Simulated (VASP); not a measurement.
# O (P-1) in VASP: further runs

The runs below take O through single point, with PBEsol.

Program: VASP 6.6.1. These are calculated values, not measurements. Logs are shortened: lines on timing, memory, paths and dates and some standing lists are left out, and cuts for length are marked.

### 1 The cell of the first run

The typed cell holds 2 atoms: a = 4.203 Å, b = 4.203 Å, c = 4.203 Å, α = 46.97°, β = 46.97°, γ = 46.97°.

### 2 Single point, PBEsol

File INCAR:

```
  ALGO = Normal
  EDIFF = 1E-7
  ENCUT = 520
  GGA = PS
  ISIF = 2
  ISMEAR = -1
  LASPH = True
  LCHARG = False
  LREAL = False
  LWAVE = False
  NBANDS = 13
  NELM = 80
  PREC = Accurate
  SIGMA = 0.025
```

File KPOINTS:

```
k-points
0
Gamma
  5 5 5
```

File POSCAR:

```
O
1.0
    1.6749479049      0.9670316238      3.7319995215
   -1.6749479049      0.9670316238      3.7319995215
    0.0000000000     -1.9340632475      3.7319995215
O
2
Direct
    0.0647650000      0.0082430000      0.0789470000
    0.9277110000      0.9674710000      0.9103390000
```

Potentials or basis: VASP PAW PBE potentials, release 64 (O).

Launch:

```
> cat potpaw_PBE.64/O/POTCAR > POTCAR
> mpirun -np 1 vasp_std > vasp.out
```

OUTCAR:

```text
EDIFF = 1E-7
   ENCUT = 520
   GGA = PS
   ISIF = 2
   ISMEAR = -1
   LASPH = True
   LREAL = False
   NELM = 80
   PREC = Accurate

 ion  position               nearest neighbor table
   1  0.065  0.008  0.079-   2 1.31
   2  0.928  0.967  0.910-   1 1.31

  LATTYP: Found a trigonal (rhomboedric) cell.
 ALAT       =     4.2033820995
 COS(alpha) =     0.6824333683

  Lattice vectors:

 A1 = (   1.6749479049,   0.9670316238,   3.7319995215)
 A2 = (  -1.6749479049,   0.9670316238,   3.7319995215)
 A3 = (   0.0000000000,  -1.9340632475,   3.7319995215)

Analysis of symmetry for initial positions (statically):
=====================================================================
 Subroutine PRICEL returns:
 Original cell was already a primitive cell.

 Routine SETGRP: Setting up the symmetry group for a
 trigonal (rhombohedral) supercell.

 Subroutine GETGRP returns: Found  2 space group operations
 (whereof  1 operations were pure point group operations)
 out of a pool of 12 trial point group operations.

The static configuration has the point symmetry C_1 .
 The point group associated with its full space group is S_2 .

Analysis of symmetry for dynamics (positions and initial velocities):
=====================================================================
 Subroutine PRICEL returns:
 Original cell was already a primitive cell.

 Routine SETGRP: Setting up the symmetry group for a
 trigonal (rhombohedral) supercell.

 Subroutine GETGRP returns: Found  2 space group operations
 (whereof  1 operations were pure point group operations)
 out of a pool of 12 trial point group operations.

The dynamic configuration has the point symmetry C_1 .
 The point group associated with its full space group is S_2 .

 Subroutine INISYM returns: Found  2 space group operations
 (whereof  1 operations are pure point group operations),
 and found     1 'primitive' translations

----------------------------------------------------------------------------------------

                                     Primitive cell

  volume of cell :      36.2689

  direct lattice vectors                    reciprocal lattice vectors
     1.674947905  0.967031624  3.731999522     0.298516747  0.172348724  0.089317625
    -1.674947905  0.967031624  3.731999522    -0.298516747  0.172348724  0.089317625
     0.000000000 -1.934063247  3.731999522     0.000000000 -0.344697449  0.089317625

  length of vectors
     4.203382099  4.203382099  4.203382099     0.356081408  0.356081408  0.356081408

  position of ions in fractional coordinates (direct lattice)
     0.064765000  0.008243000  0.078947000
     0.927711000  0.967471000  0.910339000

  ion indices of the primitive-cell ions
   primitive index   ion index
                 1           1
                 2           2

----------------------------------------------------------------------------------------

 KPOINTS: k-points

Automatic generation of k-mesh.
 Grid dimensions read from file:
 generate k-points for:    5    5    5

 Generating k-lattice:

  Cartesian coordinates                     Fractional coordinates (reciprocal lattice)
     0.059703349  0.034469745  0.017863525     0.200000000  0.000000000  0.000000000
    -0.059703349  0.034469745  0.017863525     0.000000000  0.200000000  0.000000000
     0.000000000 -0.068939490  0.017863525     0.000000000  0.000000000  0.200000000

  Length of vectors
     0.071216282  0.071216282  0.071216282

  Shift w.r.t. Gamma in fractional coordinates (k-lattice)
     0.000000000  0.000000000  0.000000000

 Subroutine IBZKPT returns following result:
 ===========================================

 Found     63 irreducible k-points:

 Following reciprocal coordinates:
            Coordinates               Weight
  0.000000  0.000000  0.000000      1.000000
  0.200000  0.000000 -0.000000      2.000000
  0.000000  0.200000 -0.000000      2.000000
 -0.000000 -0.000000  0.200000      2.000000
  0.400000  0.000000  0.000000      2.000000
  0.000000  0.400000  0.000000      2.000000
[... 16 lines left out ...]
 -0.200000  0.200000  0.000000      2.000000
  0.200000  0.000000 -0.200000      2.000000
 [... further k-points ...]
   k-points           NKPTS =     63   k-points in BZ     NKDIM =     63   number of bands    NBANDS=     13
   number of dos      NEDOS =    301   number of ions     NIONS =      2
   total plane-waves  NPLWV =  32768
   dimension x,y,z NGX =    32 NGY =   32 NGZ =   32
   dimension x,y,z NGXF=    64 NGYF=   64 NGZF=   64
   ions per type =               2
   NGX,Y,Z   is equivalent  to a cutoff of  12.66, 12.66, 12.66 a.u.
   NGXF,Y,Z  is equivalent  to a cutoff of  25.31, 25.31, 25.31 a.u.
 SYSTEM =  unknown system
   PREC   = accura    normal or accurate (medium, high low for compatibility)
   ISTART =      0    job   : 0-new  1-cont  2-samecut
   ICHARG =      2    charge: 1-file 2-atom 10-const
   ISPIN  =      1    spin polarized calculation?
   LNONCOLLINEAR =      F non collinear calculations
   LSORBIT =      F    spin-orbit coupling
   LASPH  =      T    aspherical Exc in radial PAW
   ENCUT  =  520.0 eV  38.22 Ry    6.18 a.u.   7.82  7.82  7.82*2*pi/ulx,y,z
   NELM   =     80;   NELMIN=  2; NELMDL= -5     # of ELM steps
   EDIFF  = 0.1E-06   stopping-criterion for ELM
   LREAL  =      F    real-space projection
   EDIFFG = 0.1E-05   stopping-criterion for IOM
   NSW    =      0    number of steps for IOM
   IBRION =     -1    ionic relax: 0-MD 1-quasi-New 2-CG
   NFREE  =      0    steps in history (QN), initial steepest desc. (CG)
   ISIF   =      2    stress and relaxation
   ISYM   =      2    0-nonsym 1-usesym 2-fastsym
   POTIM  = 0.5000    time-step for ionic-motion
   TEBEG  =    0.0;   TEEND  =   0.0 temperature during run
   PSTRESS=    0.0 pullay stress
   NELECT =      12.0000    total number of electrons
   NUPDOWN=      -1.0000    fix difference up-down
   EMIN   =  10.00;   EMAX   =-10.00  energy-range for DOS
   EFERMI =   0.00;   METHOD = LEGACY
   ISMEAR =    -1;   SIGMA  =   0.03  broadening in eV -4-tet -1-fermi 0-gaus
   EFERMI_NEDOS =   21; number of points for ismear=-14 and -15
   IALGO  =     38    algorithm
   IMIX   =      4    mixing-type and parameters
     AMIX     =   0.40;   BMIX     =  1.00
     AMIX_MAG =   1.60;   BMIX_MAG =  1.00
  volume/ion in A,a.u.               =      18.13       122.38
  Fermi-wavevector in a.u.,A,eV,Ry     =   1.132288  2.139714 17.443710  1.282077
  Thomas-Fermi vector in A             =   2.268989
   LORBIT       =      0    0 simple, 1 ext, 2 COOP (PROOUT), +10 PAW based schemes
   GGA     = PS    functional components
   LHFCALC =     F    Hartree Fock is set to
   AEXX    =    0.0000 exact exchange contribution
   IVDW    =     0    specifies the selected vdW correction
   LEPSILON=     F    determine dielectric tensor
   LRPA    =     F    only Hartree local field effects (RPA)
 non-spin polarized calculation
  energy-cutoff  :      520.00
  volume of cell :       36.27
 maximum number of plane-waves:       995
   NGX = 15   NGY = 15   NGZ = 15

 number of electron      12.0000000 magnetization

 Free energy of the ion-electron system (eV)
  ---------------------------------------------------
  ext. energy  EPLUGINS =         0.00000000
  ---------------------------------------------------
  free energy    TOTEN  =        -9.31206113 eV

  energy without entropy =       -9.29986267  energy(sigma->0) =       -9.30596190

 E-fermi :  -2.6334     XC(G=0):  -7.4075

 val. band max:       -2.6361528459   @ k =   0.0000   0.4000   0.0000
 cond. band min:      -2.6331989966   @ k =   0.4000   0.0000   0.0000
 fundamental gap:      0.0029538493
 Fermi energy:        -2.6333987212

 k-point     1 :       0.0000    0.0000    0.0000
  band No.  band energies     occupation
      1     -26.7613      2.00000
      2     -16.4114      2.00000
      3      -9.6371      2.00000
      4      -7.6148      2.00000
      5      -7.5765      2.00000
      6      -2.4906      0.00658
      7      -2.4475      0.00118
      8       4.3512      0.00000
      9       5.4936      0.00000
     10      11.7767      0.00000
     11      13.1183      0.00000
     12      15.7258      0.00000
     13      16.3690      0.00000

 k-point     2 :       0.2000    0.0000   -0.0000
  band No.  band energies     occupation
      1     -26.7207      2.00000
      2     -16.4214      2.00000
      3      -9.4932      2.00000
      4      -7.9158      2.00000
      5      -7.6569      2.00000
      6      -2.6241      0.81553
      7      -2.5411      0.04861
      8       4.8676      0.00000
      9       5.7076      0.00000
     10      11.7156      0.00000
     11      12.8341      0.00000
     12      14.5824      0.00000
     13      15.9713      0.00000

 k-point     3 :       0.0000    0.2000   -0.0000
  band No.  band energies     occupation
      1     -26.7215      2.00000
      2     -16.4009      2.00000
      3      -9.5482      2.00000
      4      -7.9644      2.00000
      5      -7.6380      2.00000
      6      -2.5518      0.07373
      7      -2.5408      0.04811
      8       5.1654      0.00000
      9       5.5214      0.00000
     10      11.6334      0.00000
     11      12.5122      0.00000
     12      14.6219      0.00000
     13      16.2510      0.00000
[... 305 lines left out ...]
 k-point    23 :      -0.2000    0.2000    0.0000
  band No.  band energies     occupation
      1     -26.6698      2.00000
      2     -16.3946      2.00000
      3      -9.3771      2.00000
      4      -8.2428      2.00000
      5      -7.8492      2.00000
      6      -2.7919      1.99648
      7      -2.6128      0.61038
      8       5.2357      0.00000
      9       6.5576      0.00000
     10      11.0844      0.00000
     11      13.2053      0.00000
     12      13.5251      0.00000
     13      14.6746      0.00000

 k-point    24 :       0.2000    0.0000   -0.2000
  band No.  band energies     occupation
      1     -26.6685      2.00000
      2     -16.4223      2.00000
      3      -9.3413      2.00000
      4      -8.1697      2.00000
      5      -7.8356      2.00000
      6      -2.8452      1.99958
      7      -2.6699      1.62356
      8       5.1192      0.00000
      9       6.5792      0.00000
     10      11.6113      0.00000
     11      12.5572      0.00000
     12      13.4903      0.00000
     13      14.5341      0.00000

 [... further k-points ...]
[... 5 lines left out ...]
  --------------------------------------------------------------------------------------
  -------------------------------------------------------------------------------------
  Total       -0.9822242     -0.9342311     -6.0844812      0.0799958      0.8750285     -0.9318983
  in kB      -43.3896751    -41.2695849   -268.7814723      3.5338069     38.6543153    -41.1665350
  external PRESSURE =    -117.8135774 kB  Pullay stress =       0.0000000 kB

 VOLUME and BASIS-vectors are now :
 -----------------------------------------------------------------------------
  energy-cutoff  :      520.00
  volume of cell :       36.27
      direct lattice vectors                 reciprocal lattice vectors
     1.674947905  0.967031624  3.731999522     0.298516747  0.172348724  0.089317625
    -1.674947905  0.967031624  3.731999522    -0.298516747  0.172348724  0.089317625
     0.000000000 -1.934063247  3.731999522     0.000000000 -0.344697449  0.089317625

 POSITION                                       TOTAL-FORCE (eV/Angst)
 -----------------------------------------------------------------------------------
      0.09467     -0.08209      0.56710        -0.770066      0.727037     -4.470973
     -0.06660      0.07205     10.47020         0.770066     -0.727037      4.470973
 -----------------------------------------------------------------------------------
    total drift:                               -0.000015      0.000007      0.000002

  FREE ENERGIE OF THE ION-ELECTRON SYSTEM (eV)
  ---------------------------------------------------
  free  energy   TOTEN  =        -9.3120611303 eV

  energy  without entropy=       -9.2998626698  energy(sigma->0) =       -9.30596190
```

Run time: 48 s. Hardware: 1 thread of Intel Xeon 8259CL, shared host; peak memory 0.17 GiB.

Results:

```
Free energy            : -9.3121 eV
Pressure               : -11.8 GPa
Largest force          : 4.595 eV/Å
Band gap on the k mesh : zero (band 6 reaches -2.39 eV, above the bottom of band 7 at -2.76 eV)
```

Forces on the atoms (eV/Å):
```
O   -0.770  0.727 -4.471
O    0.770 -0.727  4.471
```

Caveat: the k points lie up to 0.45 Å⁻¹ apart; spin is off for a triplet molecule; the PAW data sets were made with another functional, which shifts forces and pressure a little.

### 3 Single point, PBEsol

File INCAR:

```
PREC = Accurate
ENCUT = 520
EDIFF = 1E-6
ISMEAR = -1
SIGMA = 0.01
LREAL = False
LASPH = True
NELM = 60
ALGO = Normal
ISIF = 2
LWAVE = False
LCHARG = False
GGA = PS
NBANDS = 13
```

File KPOINTS:

```
Automatic mesh
0
Gamma
  5 5 5
```

POSCAR is that of step 2.

Potentials or basis: VASP PAW PBE potentials, release 64 (O).

Launch:

```
> cat potpaw_PBE.64/O/POTCAR > POTCAR
> mpirun -np 1 vasp_std > vasp.out
```

Wall time 47 s (1 thread of Intel Xeon 8259CL, shared host); peak memory 0.17 GiB.

It converged, with:

| Property | Result |
| --- | --- |
| Free energy | -9.3068 eV |
| Pressure | -11.8 GPa |
| Largest force | 4.592 eV/Å |
| Band gap on the k mesh | zero (band 6 reaches -2.40 eV, above the bottom of band 7 at -2.76 eV) |

Forces in eV/Å, atoms in the order of the input:
```
O   -0.774  0.731 -4.467
O    0.774 -0.731  4.467
```

Stress tensor (GPa, compression positive):
```
 -4.38   0.36  -4.14
  0.36  -4.16   3.88
 -4.14   3.88 -26.92
```

Levels at points of the mesh, in eV from the Fermi level:
```tsv
k point	band 4	band 5	band 6	band 7	band 8	band 9
(0.00, 0.00, 0.00)	-4.99	-4.95	0.14	0.18	6.98	8.12
```

Caveat: the k points lie up to 0.45 Å⁻¹ apart; spin is off for a triplet molecule; the PAW data sets were made with another functional, which shifts forces and pressure a little.
